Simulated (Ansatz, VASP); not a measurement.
**One calculation of NbP, two programs**

```
Nb P
1.0
    -1.64073    1.64073    5.62293
     1.64073   -1.64073    5.62293
     1.64073    1.64073   -5.62293
Nb P
2 2
Direct
  0.24988 0.74988 0.50000
  0.49988 0.49988 0.00000
  0.83275 0.33275 0.50000
  0.08275 0.08275 0.00000
```

Change from the starting cell: volume scaled by 0.94.

Alike in both runs: task single point; functional LDA; k mesh 11 × 11 × 11; occupations fermi-dirac, width 0.05 eV; no spin polarisation.

```csv
,VASP,Ansatz
version,VASP 6.6.1,Ansatz 0.2.0
potentials or method,"VASP PAW LDA potentials, release 64 (Nb_sv, P), cutoff 520 eV","all-electron LAPW, scalar-relativistic"
```

Ansatz gave:

```
gap on the k mesh at the Fermi level (eV)                     : none
pressure (GPa)                                                : 2.9
traceless stress, the component that is largest in VASP (GPa) : -1.17
rms of the force components (eV/Å)                            : 0.022
```

Question: Which values does VASP return?

Answer: gap on the k mesh at the Fermi level (eV): none; pressure (GPa): 2.7; traceless stress, the component that is largest in VASP (GPa): -1.18; rms of the force components (eV/Å): 0.022.

LDA's correlation is that of Perdew and Zunger in VASP and of Perdew and Wang (1992) in Ansatz. Atom by atom the forces differ by 0.000 eV/Å (rms over components). A gap of «none» marks a metal or a gap that the smearing closes. Ansatz ran all-electron here, and VASP with PAW potentials.
